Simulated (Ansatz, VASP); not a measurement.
## K2PdC2 in VASP and in Ansatz

```
CELL_PARAMETERS angstrom
5.11818 0.00000 0.00000
-2.55909 4.43248 0.00000
0.00000 0.00000 5.25814
ATOMIC_POSITIONS crystal
K 0.66667 0.33333 0.75823
K 0.33333 0.66667 0.27980
Pd 0.00000 0.00000 0.00000
C 0.00000 0.00000 0.62020
C 0.00000 0.00000 0.37980
```

Alike in both runs: task single point; functional LDA; k mesh 6 × 6 × 6; occupations gaussian, width 0.05 eV; no spin polarisation.

```csv
,VASP,Ansatz
version,VASP 6.6.1,Ansatz 0.2.0
potentials or method,"VASP PAW LDA potentials, release 64 (K_sv, Pd, C), cutoff 520 eV","scalar-relativistic, plane waves, PAW"
valence electrons in the cell,36,44
```

```csv
,VASP,Ansatz,Ansatz less VASP
gap on the k mesh at the Fermi level (eV),1.35,1.35,-0.003
least direct gap on the mesh (eV),1.38,1.38,-0.003
pressure (GPa),-2.3,-2.5,-0.14
"traceless stress, the component that is largest in VASP (GPa)",-1.16,-1.29,-0.121
rms of the force components (eV/Å),0.135,0.117,-0.0185
```

LDA's correlation is that of Perdew and Zunger in VASP and of Perdew and Wang (1992) in Ansatz. Atom by atom the forces differ by 0.019 eV/Å (rms over components). VASP's potentials hold 36 valence electrons a cell and Ansatz's 44, so a difference there can come from the potentials and not from the codes.
